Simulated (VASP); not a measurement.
# Ge: single point with PBE exchange alone

Crystal: Ge.

```
CELL_PARAMETERS angstrom
0.00000 2.82891 2.82891
2.82891 0.00000 2.82891
2.82891 2.82891 0.00000
ATOMIC_POSITIONS crystal
Ge 0.75000 0.75000 0.75000
Ge 0.50000 0.50000 0.50000
```

- Program: VASP 6.6.1
- Task: single point
- Functional: PBE exchange alone
- Potentials or basis: VASP PAW PBE potentials, release 64 (Ge_d)
- Cutoff: 520 eV
- k mesh: 8 × 8 × 8
- Occupations: methfessel-paxton, width 0.1 eV
- Spin: no spin polarisation
- Dipole correction: no
- Further INCAR settings: ALGO = Normal; EDIFF = 1e-06; NBANDS = 21

The pressure is 13.6 GPa and the band gap on the k mesh is zero (filled and empty bands touch).

Levels at points of the mesh, in eV from the Fermi level:
```
           k point  band 10  band 11  band 12  band 13  band 14  band 15  band 16  band 17  band 18  band 19
(0.00, 0.00, 0.00)   -24.33   -12.80    -0.13    -0.02    -0.02    -0.02     2.53     2.53     2.53     6.73
(0.50, 0.00, 0.00)   -24.30   -10.74    -7.61    -1.43    -1.43     0.16     3.77     3.77     7.37    10.76
(0.50, 0.50, 0.00)   -24.29    -8.94    -8.94    -3.08    -3.08     0.85     0.85     9.42     9.42    11.67
```

Wall time 22 s on 1 thread of Intel(R) Xeon(R) Platinum 8259CL CPU @ 2.50GHz (Skylake/Cascade Lake) (shared host), peak memory 0.17 GiB.
